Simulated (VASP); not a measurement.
Set up this calculation in VASP 6.6.1, as the native input.

```
Task                   : single point
Functional             : r2SCAN
Potentials or basis    : VASP PAW PBE potentials, release 64 (Mg, I)
Cutoff                 : 660 eV
k mesh                 : 6 × 6 × 6
Occupations            : gaussian, width 0.01 eV
Spin                   : no spin polarisation
Dipole correction      : no
Further INCAR settings : ALGO = Normal; EDIFF = 1e-06; NBANDS = 15
```

The system is MgI2.

```
Mg I
1.0
     2.02748    1.17056    7.25542
    -2.02748    1.17056    7.25542
     0.00000   -2.34113    7.25542
Mg I
1 2
Direct
  0.99999 0.99999 0.99999
  0.41792 0.41792 0.41792
  0.24876 0.24876 0.24876
```

The input as run:

POSCAR

```
MgI2
1.0
    2.0274773882      1.1705646158      7.2554234560
   -2.0274773882      1.1705646158      7.2554234560
    0.0000000000     -2.3411292317      7.2554234560
Mg I
1 2
Direct
   -0.0000100368     -0.0000100368     -0.0000100368
    0.4179194843      0.4179194843      0.4179194843
    0.2487572191      0.2487572191      0.2487572191
```

INCAR.step1

```
SYSTEM = MgI2
ALGO = Normal ; EDIFF = 1E-5
ENCUT = 660 ; GGA = PE
GGA_COMPAT = .FALSE. ; ISMEAR = 0
LASPH = .TRUE. ; LCHARG = .FALSE.
LREAL = .FALSE. ; LWAVE = .TRUE.
NBANDS = 15 ; NELM = 120
PREC = Accurate ; SIGMA = 0.01
```

INCAR.step2

```
SYSTEM = MgI2
ALGO = Normal ; EDIFF = 1E-6
ENCUT = 660 ; GGA_COMPAT = .FALSE.
ISIF = 2 ; ISMEAR = 0
ISTART = 1 ; LASPH = .TRUE.
LCHARG = .FALSE. ; LMIXTAU = .TRUE.
LREAL = .FALSE. ; LWAVE = .FALSE.
METAGGA = R2SCAN ; NBANDS = 15
NELM = 120 ; PREC = Accurate
SIGMA = 0.01
```

KPOINTS

```
k-points
0
G
  6 6 6
  0 0 0
```

Potentials or basis: VASP PAW PBE potentials, release 64 (Mg, I).

Launch:

```sh
$ cat potpaw_PBE.64/Mg/POTCAR potpaw_PBE.64/I/POTCAR > POTCAR
$ cp INCAR.step1 INCAR
$ mpirun -np 1 vasp_std > vasp.out
$ cp INCAR.step2 INCAR
$ mpirun -np 1 vasp_std > vasp.out
```

It gave:

- Pressure: 0.5 GPa
- Largest force: 0.050 eV/Å
- Band gap on the k mesh: 3.26 eV (least direct gap 3.58 eV)

Caveat: the PAW data sets were made with another functional, which shifts forces and pressure a little; spin-orbit coupling is left out, which moves the levels of the heavy elements.

It took 14 min on 1 thread of AMD EPYC 7R13 Processor (Zen 3), on a shared host, peak memory 0.63 GiB.
